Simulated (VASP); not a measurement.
# Sn3Se: single point with LDA

The system is Sn3Se.

```
Sn Se
1.0
     0.00000    3.80636    3.80636
     3.80636    0.00000    3.80636
     3.80636    3.80636    0.00000
Sn Se
3 1
Direct
  0.50000 0.50000 0.50000
  0.75000 0.75000 0.75000
  0.25000 0.25000 0.25000
  0.00000 0.00000 0.00000
```

This cell differs from its parent crystal: volume scaled by 1.06.

| Item | Value |
| --- | --- |
| Program | VASP 6.6.1 |
| Task | single point |
| Functional | LDA |
| Potentials or basis | VASP PAW LDA potentials, release 64 (Sn_d, Se) |
| Cutoff | 520 eV |
| k mesh | 6 × 6 × 6 |
| Occupations | fermi-dirac, width 0.05 eV |
| Spin | no spin polarisation |

The pressure is -6.5 GPa and the band gap on the k mesh is zero (band 24 reaches 6.92 eV, above the bottom of band 25 at 5.19 eV).

Levels at points of the mesh, in eV from the Fermi level:
```csv
k point,band 22,band 23,band 24,band 25,band 26,band 27
"(0.00, 0.00, 0.00)",-2.62,-1.13,-1.13,-1.13,-0.47,-0.47
"(0.50, 0.00, 0.00)",-1.94,-1.94,-0.93,0.21,2.02,2.02
"(0.50, 0.50, 0.00)",-0.42,0.44,0.44,0.79,2.61,2.61
```

It took 24 s on 1 thread of Intel(R) Xeon(R) Platinum 8488C (Sapphire Rapids), on a shared host, peak memory 0.21 GiB.

Caveat: spin-orbit coupling is left out, which moves the levels of the heavy elements.
